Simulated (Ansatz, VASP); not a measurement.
## One calculation of Na, two programs

The input INCAR:

```
PREC = Accurate
ENCUT = 520
EDIFF = 1E-7
ISMEAR = -1
SIGMA = 0.1
LREAL = F
LASPH = T
NELM = 80
ALGO = Normal
ISIF = 2
LWAVE = F
LCHARG = F
GGA = B5
ALDAX = 1.0
AGGAX = 1.0
AGGAC = 1.0
ALDAC = 0.0
NBANDS = 10
```

File KPOINTS:

```
regular mesh
0
Gamma
  17 17 17
```

File POSCAR:

```
Na
1.0
   -2.1039229067      2.1039229067      2.1039229067
    2.1039229067     -2.1039229067      2.1039229067
    2.1039229067      2.1039229067     -2.1039229067
Na
1
Direct
    0.0000000000      0.0000000000      0.0000000000
```

Input for Ansatz:

```yaml
crystal:
  lattice:
    - [-2.1039228874, 2.1039228874, 2.1039228874]
    - [2.1039228874, -2.1039228874, 2.1039228874]
    - [2.1039228874, 2.1039228874, -2.1039228874]
  atoms:
    - { symbol: Na, position: [0.0, 0.0, 0.0] }
hamiltonian:
  xc: blyp
  pseudopotentials:
    kind: paw
    azcp:
      Na: "pseudopotentials/Na.paw.azcp"
basis:
  ecutwfc: 420
  fft_grid_basis: typed
kpoints:
  mp_grid: { grid: [17, 17, 17], shift: [0, 0, 0] }
magnetization:
  spin_polarized: false
scf:
  occupations: { method: fermi_dirac, width: 0.1 }
output:
  stress: true
```

Alike in both runs: task single point; functional BLYP; k mesh 17 × 17 × 17; occupations fermi-dirac, width 0.1 eV; no spin polarisation.

|  | VASP | Ansatz |
| --- | --- | --- |
| version | VASP 6.6.1 | Ansatz 0.2.0 |
| potentials or method | VASP PAW PBE potentials, release 64 (Na_pv), cutoff 520 eV | plane waves (420 eV) with PAW, scalar-relativistic |
| valence electrons in the cell | 7 | 9 |

```csv
,VASP,Ansatz,Ansatz less VASP
pressure (GPa),0.0,0.0,+0.01
```

VASP's potentials were made for PBE, not for BLYP. VASP's potentials hold 7 valence electrons a cell and Ansatz's 9, so a difference there can come from the potentials and not from the codes.
